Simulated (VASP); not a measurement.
# KCl (Pm) in VASP: single point with PBE

Aim: the single point of KCl with PBE.

Program: VASP 6.6.1. These are calculated values, not measurements. Logs are shortened: lines on timing, memory, paths and dates and some standing lists are left out, and cuts for length are marked.

## 1. The cell of the first run

It takes space group Pm (No. 6, monoclinic). Conventional cell: a = 3.835 Å, b = 3.785 Å, c = 3.850 Å, α = 90.00°, β = 90.32°, γ = 90.00°. Within 4.2 Å of K (site symmetry m) lie 8 Cl at 3.18 to 3.44 Å and 6 K at 3.78 to 3.85 Å. Within 4.2 Å of Cl (site symmetry m) lie 8 K at 3.18 to 3.44 Å and 6 Cl at 3.78 to 3.85 Å.

## 2. Single point, PBE (strained and its atoms moved)

INCAR reads:

```
SYSTEM = KCl
ALGO     = Normal         ! electronic algorithm
EDIFF    = 1E-6           ! SCF threshold, eV
ENCUT    = 520            ! plane-wave cutoff, eV
GGA      = PE             ! functional
ISIF     = 2              ! what is computed and relaxed
ISMEAR   = 0              ! smearing method
LASPH    = .True.         ! aspherical terms in the spheres
LCHARG   = .False.        ! write CHGCAR
LREAL    = .False.        ! projectors in reciprocal space
LWAVE    = .False.        ! write WAVECAR
NBANDS   = 15             ! bands
NELM     = 60             ! most SCF steps
PREC     = Accurate       ! precision mode
SIGMA    = 0.02           ! smearing width, eV
```

KPOINTS reads:

```
k-points
0
Gamma
  6 6 6
  0 0 0
```

POSCAR reads:

```
KCl
1.0
    3.8500993166      0.0000000000      0.0107881408
    0.0000000000      3.7847178088      0.0000000000
    0.0107881408      0.0000000000      3.8345121809
K Cl
1 1
Direct
    0.0029173499      0.0000000000     -0.0258832290
    0.4970826501      0.5000000000      0.5258832290
```

Potentials or basis: VASP PAW PBE potentials, release 64 (K_sv, Cl).

On the command line:

```sh
> cat potpaw_PBE.64/K_sv/POTCAR potpaw_PBE.64/Cl/POTCAR > POTCAR
> mpirun -np 1 vasp_std > vasp.out
```

OUTCAR:

```text
SYSTEM = KCl
   EDIFF = 1E-6
   ENCUT = 520
   GGA = PE
   ISIF = 2
   ISMEAR = 0
   LASPH = .True.
   LREAL = .False.
   NELM = 60
   PREC = Accurate

 ion  position               nearest neighbor table
   1  0.003  0.000  0.974-   2 3.18   2 3.18   2 3.22   2 3.22
   2  0.497  0.500  0.526-   1 3.18   1 3.18   1 3.22   1 3.22

  LATTYP: Found a simple monoclinic cell.
 ALAT       =     3.8345273567
 B/A-ratio  =     0.9870102510
 C/A-ratio  =     1.0040649271
 COS(beta)  =    -0.0056154303

  Lattice vectors:

 A1 = (   0.0107881408,   0.0000000000,   3.8345121809)
 A2 = (   0.0000000000,   3.7847178088,   0.0000000000)
 A3 = (  -3.8500993166,   0.0000000000,  -0.0107881408)

Analysis of symmetry for initial positions (statically):
=====================================================================
 Subroutine PRICEL returns:
 Original cell was already a primitive cell.

 Routine SETGRP: Setting up the symmetry group for a
 simple monoclinic supercell.

 Subroutine GETGRP returns: Found  2 space group operations
 (whereof  2 operations were pure point group operations)
 out of a pool of  4 trial point group operations.

The static configuration has the point symmetry C_1h.

Analysis of symmetry for dynamics (positions and initial velocities):
=====================================================================
 Subroutine PRICEL returns:
 Original cell was already a primitive cell.

 Routine SETGRP: Setting up the symmetry group for a
 simple monoclinic supercell.

 Subroutine GETGRP returns: Found  2 space group operations
 (whereof  2 operations were pure point group operations)
 out of a pool of  4 trial point group operations.

The dynamic configuration has the point symmetry C_1h.

 Subroutine INISYM returns: Found  2 space group operations
 (whereof  2 operations are pure point group operations),
 and found     1 'primitive' translations

----------------------------------------------------------------------------------------

                                     Primitive cell

  volume of cell :      55.8743

  direct lattice vectors                    reciprocal lattice vectors
     3.850099317  0.000000000  0.010788141     0.259735607  0.000000000 -0.000730749
     0.000000000  3.784717809  0.000000000     0.000000000  0.264220492  0.000000000
     0.010788141  0.000000000  3.834512181    -0.000730749  0.000000000  0.260791422

  length of vectors
     3.850114431  3.784717809  3.834527357     0.259736635  0.264220492  0.260792446

  position of ions in fractional coordinates (direct lattice)
     0.002917350  0.000000000  0.974116771
     0.497082650  0.500000000  0.525883229

  ion indices of the primitive-cell ions
   primitive index   ion index
                 1           1
                 2           2

----------------------------------------------------------------------------------------

 KPOINTS: k-points

Automatic generation of k-mesh.
 Grid dimensions read from file:
 generate k-points for:    6    6    6

 Generating k-lattice:

  Cartesian coordinates                     Fractional coordinates (reciprocal lattice)
     0.043289268  0.000000000 -0.000121791     0.166666667  0.000000000 -0.000000000
     0.000000000  0.044036749  0.000000000     0.000000000  0.166666667  0.000000000
    -0.000121791  0.000000000  0.043465237     0.000000000  0.000000000  0.166666667

  Length of vectors
     0.043289439  0.044036749  0.043465408

  Shift w.r.t. Gamma in fractional coordinates (k-lattice)
     0.000000000  0.000000000  0.000000000

 Subroutine IBZKPT returns following result:
 ===========================================

 Found     80 irreducible k-points:

 Following reciprocal coordinates:
            Coordinates               Weight
  0.000000  0.000000  0.000000      1.000000
  0.166667  0.000000  0.000000      2.000000
  0.333333  0.000000  0.000000      2.000000
  0.500000  0.000000  0.000000      1.000000
  0.000000  0.166667  0.000000      2.000000
  0.166667  0.166667  0.000000      4.000000
[... 16 lines left out ...]
  0.000000  0.166667  0.166667      4.000000
  0.166667  0.166667  0.166667      4.000000
 [... further k-points ...]
   k-points           NKPTS =     80   k-points in BZ     NKDIM =     80   number of bands    NBANDS=     15
   number of dos      NEDOS =    301   number of ions     NIONS =      2
   total plane-waves  NPLWV =  25200
   dimension x,y,z NGX =    30 NGY =   28 NGZ =   30
   dimension x,y,z NGXF=    60 NGYF=   56 NGZF=   60
   ions per type =               1   1
   NGX,Y,Z   is equivalent  to a cutoff of  12.95, 12.30, 13.01 a.u.
   NGXF,Y,Z  is equivalent  to a cutoff of  25.91, 24.60, 26.01 a.u.
 SYSTEM =  KCl
   PREC   = accura    normal or accurate (medium, high low for compatibility)
   ISTART =      0    job   : 0-new  1-cont  2-samecut
   ICHARG =      2    charge: 1-file 2-atom 10-const
   ISPIN  =      1    spin polarized calculation?
   LNONCOLLINEAR =      F non collinear calculations
   LSORBIT =      F    spin-orbit coupling
   LASPH  =      T    aspherical Exc in radial PAW
   ENCUT  =  520.0 eV  38.22 Ry    6.18 a.u.   7.16  7.04  7.13*2*pi/ulx,y,z
   NELM   =     60;   NELMIN=  2; NELMDL= -5     # of ELM steps
   EDIFF  = 0.1E-05   stopping-criterion for ELM
   LREAL  =      F    real-space projection
   EDIFFG = 0.1E-04   stopping-criterion for IOM
   NSW    =      0    number of steps for IOM
   IBRION =     -1    ionic relax: 0-MD 1-quasi-New 2-CG
   NFREE  =      0    steps in history (QN), initial steepest desc. (CG)
   ISIF   =      2    stress and relaxation
   ISYM   =      2    0-nonsym 1-usesym 2-fastsym
   POTIM  = 0.5000    time-step for ionic-motion
   TEBEG  =    0.0;   TEEND  =   0.0 temperature during run
   PSTRESS=    0.0 pullay stress
   NELECT =      16.0000    total number of electrons
   NUPDOWN=      -1.0000    fix difference up-down
   EMIN   =  10.00;   EMAX   =-10.00  energy-range for DOS
   EFERMI =   0.00;   METHOD = LEGACY
   ISMEAR =     0;   SIGMA  =   0.02  broadening in eV -4-tet -1-fermi 0-gaus
   EFERMI_NEDOS =   21; number of points for ismear=-14 and -15
   IALGO  =     38    algorithm
   IMIX   =      4    mixing-type and parameters
     AMIX     =   0.40;   BMIX     =  1.00
     AMIX_MAG =   1.60;   BMIX_MAG =  1.00
  volume/ion in A,a.u.               =      27.94       188.53
  Fermi-wavevector in a.u.,A,eV,Ry     =   1.079056  2.039121 15.842114  1.164363
  Thomas-Fermi vector in A             =   2.215011
   LORBIT       =      0    0 simple, 1 ext, 2 COOP (PROOUT), +10 PAW based schemes
   GGA     = PE    functional components
   LHFCALC =     F    Hartree Fock is set to
   AEXX    =    0.0000 exact exchange contribution
   IVDW    =     0    specifies the selected vdW correction
   LEPSILON=     F    determine dielectric tensor
   LRPA    =     F    only Hartree local field effects (RPA)
 non-spin polarized calculation
 Gauss-broadening in eV      SIGMA  =   0.02
  energy-cutoff  :      520.00
  volume of cell :       55.87
 maximum number of plane-waves:      1520
 NGX is ok and might be reduce to    30
   NGX = 15   NGY = 15   NGZ = 15

 number of electron      16.0000001 magnetization

 Free energy of the ion-electron system (eV)
  ---------------------------------------------------
  ext. energy  EPLUGINS =         0.00000000
  ---------------------------------------------------
  free energy    TOTEN  =        -6.63926484 eV

  energy without entropy =       -6.63926484  energy(sigma->0) =       -6.63926484

 E-fermi :  -0.6531     XC(G=0):  -8.1184

 val. band max:       -0.7500507134   @ k =   0.5000   0.0000   0.5000
 cond. band min:       4.0747873994   @ k =   0.0000   0.0000   0.0000
 fundamental gap:      4.8248381128
 Fermi energy:        -0.6530686309

 k-point     1 :       0.0000    0.0000    0.0000
  band No.  band energies     occupation
      1     -28.7951      2.00000
      2     -13.3803      2.00000
      3     -12.1831      2.00000
      4     -12.1752      2.00000
      5     -12.1724      2.00000
      6      -1.0255      2.00000
      7      -1.0103      2.00000
      8      -0.9328      2.00000
      9       4.0748      0.00000
     10       5.7788      0.00000
     11       5.8807      0.00000
     12       9.8825      0.00000
     13       9.8990      0.00000
     14      10.0021      0.00000
     15      12.5548      0.00000

 k-point     2 :       0.1667    0.0000    0.0000
  band No.  band energies     occupation
      1     -28.7904      2.00000
      2     -13.4270      2.00000
      3     -12.1886      2.00000
      4     -12.1677      2.00000
      5     -12.1204      2.00000
      6      -1.4941      2.00000
      7      -1.0065      2.00000
      8      -0.9377      2.00000
      9       4.6894      0.00000
     10       6.0762      0.00000
     11       6.2980      0.00000
     12       9.7985      0.00000
     13       9.8110      0.00000
     14      10.1276      0.00000
     15      11.6683      0.00000

 k-point     3 :       0.3333    0.0000    0.0000
  band No.  band energies     occupation
      1     -28.7810      2.00000
      2     -13.5205      2.00000
      3     -12.1689      2.00000
      4     -12.1527      2.00000
      5     -12.0419      2.00000
      6      -2.2405      2.00000
      7      -1.0024      2.00000
      8      -0.9483      2.00000
      9       5.9640      0.00000
     10       6.6255      0.00000
     11       7.2725      0.00000
     12       9.5311      0.00000
     13       9.7674      0.00000
     14      10.3703      0.00000
     15      10.4538      0.00000
[... 343 lines left out ...]
 k-point    23 :       0.0000    0.1667    0.1667
  band No.  band energies     occupation
      1     -28.7847      2.00000
      2     -13.4256      2.00000
      3     -12.2400      2.00000
      4     -12.1670      2.00000
      5     -12.0794      2.00000
      6      -1.5236      2.00000
      7      -1.2820      2.00000
      8      -1.0174      2.00000
      9       5.1760      0.00000
     10       6.3404      0.00000
     11       6.7575      0.00000
     12       9.3332      0.00000
     13       9.5695      0.00000
     14      10.2990      0.00000
     15      11.9005      0.00000

 k-point    24 :       0.1667    0.1667    0.1667
  band No.  band energies     occupation
      1     -28.7802      2.00000
      2     -13.4116      2.00000
      3     -12.2311      2.00000
      4     -12.2290      2.00000
      5     -12.0521      2.00000
      6      -1.5246      2.00000
      7      -1.3157      2.00000
      8      -1.2804      2.00000
      9       5.6354      0.00000
     10       6.8118      0.00000
     11       6.8578      0.00000
     12       9.1418      0.00000
     13       9.2230      0.00000
     14       9.8179      0.00000
     15      12.3243      0.00000

 [... further k-points ...]

------------------------ aborting loop because EDIFF is reached ----------------------------------------

  FORCE on cell =-STRESS in cart. coord.  units (eV):
  Direction    XX          YY          ZZ          XY          YZ          ZX
  --------------------------------------------------------------------------------------
  -------------------------------------------------------------------------------------
  Total        0.0609335      0.3186903      0.0977987      0.0000000      0.0000000     -0.0306008
  in kB        1.7472472      9.1383404      2.8043468      0.0000000      0.0000000     -0.8774669
  external PRESSURE =       4.5633115 kB  Pullay stress =       0.0000000 kB

 VOLUME and BASIS-vectors are now :
 -----------------------------------------------------------------------------
  energy-cutoff  :      520.00
  volume of cell :       55.87
      direct lattice vectors                 reciprocal lattice vectors
     3.850099317  0.000000000  0.010788141     0.259735607  0.000000000 -0.000730749
     0.000000000  3.784717809  0.000000000     0.000000000  0.264220492  0.000000000
     0.010788141  0.000000000  3.834512181    -0.000730749  0.000000000  0.260791422

 POSITION                                       TOTAL-FORCE (eV/Angst)
 -----------------------------------------------------------------------------------
      0.02174      0.00000      3.73529        -0.024201      0.000000      0.141983
      1.91949      1.89236      2.02187         0.024201      0.000000     -0.141983
 -----------------------------------------------------------------------------------
    total drift:                               -0.000038      0.000000      0.000120

  FREE ENERGIE OF THE ION-ELECTRON SYSTEM (eV)
  ---------------------------------------------------
  free  energy   TOTEN  =        -6.6392648401 eV

  energy  without entropy=       -6.6392648401  energy(sigma->0) =       -6.63926484
```

Wall time 65 s (1 thread of AMD EPYC 7R43 (Zen 3), shared host); peak memory 0.17 GiB.

Results:

```
Free energy            : -6.6393 eV
Pressure               : 0.5 GPa
Largest force          : 0.144 eV/Å
Band gap on the k mesh : 4.82 eV (least direct gap 5.01 eV)
```

Forces in eV/Å, atoms in the order of the input:
```
K   -0.024  0.000  0.142
Cl   0.024  0.000 -0.142
```

Stress tensor (GPa, compression positive):
```
 0.17  0.00 -0.09
 0.00  0.91  0.00
-0.09  0.00  0.28
```

Caveat: the cell differs from its parent crystal (strained and its atoms moved). A k mesh can miss the band edges.
